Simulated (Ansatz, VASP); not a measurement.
## SrCl2 in VASP and in Ansatz

INCAR

```
SYSTEM = SrCl2
PREC = Accurate ; ENCUT = 520
EDIFF = 1E-6 ; ISMEAR = 0
SIGMA = 0.05 ; LREAL = .FALSE.
LASPH = .TRUE. ; NELM = 100
ALGO = Normal ; ISIF = 2
LWAVE = .FALSE. ; LCHARG = .TRUE.
GGA = PE ; LELF = .TRUE.
LVHAR = .TRUE. ; NBANDS = 19
```

Contents of KPOINTS:

```
regular mesh
0
G
  6 6 6
  0 0 0
```

The input POSCAR:

```
SrCl2
1.0
    0.0000000000      3.4044568990      3.4596091008
    3.4044568990      0.0000000000      3.4596091008
    3.4044568990      3.4044568990      0.0000000000
Sr Cl
1 2
Direct
    0.0000000000      0.0000000000      0.0000000000
    0.2500000000      0.2500000000      0.2500000000
    0.7500000000      0.7500000000      0.7500000000
```

Input for Ansatz:

```yaml
crystal:
  lattice:
    - [0.0, 3.404456899, 3.4596091008]
    - [3.404456899, 0.0, 3.4596091008]
    - [3.404456899, 3.404456899, 0.0]
  atoms:
    - { symbol: Sr, position: [0.0, 0.0, 0.0] }
    - { symbol: Cl, position: [0.25, 0.25, 0.25] }
    - { symbol: Cl, position: [0.75, 0.75, 0.75] }
basis:
  ecutwfc: 420
kpoints:
  mp_grid: { grid: [6, 6, 6] }
hamiltonian:
  xc: pbe
scf:
  occupations: { method: gaussian, width: 0.05 }
output:
  forces: true
  stress: true
  eigenvalues: true
```

Alike in both runs: task single point; functional PBE; k mesh 6 × 6 × 6; occupations gaussian, width 0.05 eV; no spin polarisation.

```csv
,VASP,Ansatz
version,VASP 6.6.1,Ansatz 0.2.0
potentials or method,"VASP PAW PBE potentials, release 64 (Sr_sv, Cl), cutoff 520 eV","scalar-relativistic, plane waves, PAW"
valence electrons in the cell,24,24
```

|  | VASP | Ansatz | Ansatz less VASP |
| --- | --- | --- | --- |
| gap on the k mesh at the Fermi level (eV) | 5.43 | 5.44 | +0.003 |
| least direct gap on the mesh (eV) | 5.44 | 5.44 | +0.003 |
| pressure (GPa) | 3.6 | 3.4 | -0.12 |
| traceless stress, the component that is largest in VASP (GPa) | -0.60 | -0.60 | -0.004 |

With one functional, cell and mesh, what is left measures potentials, basis and numerics.
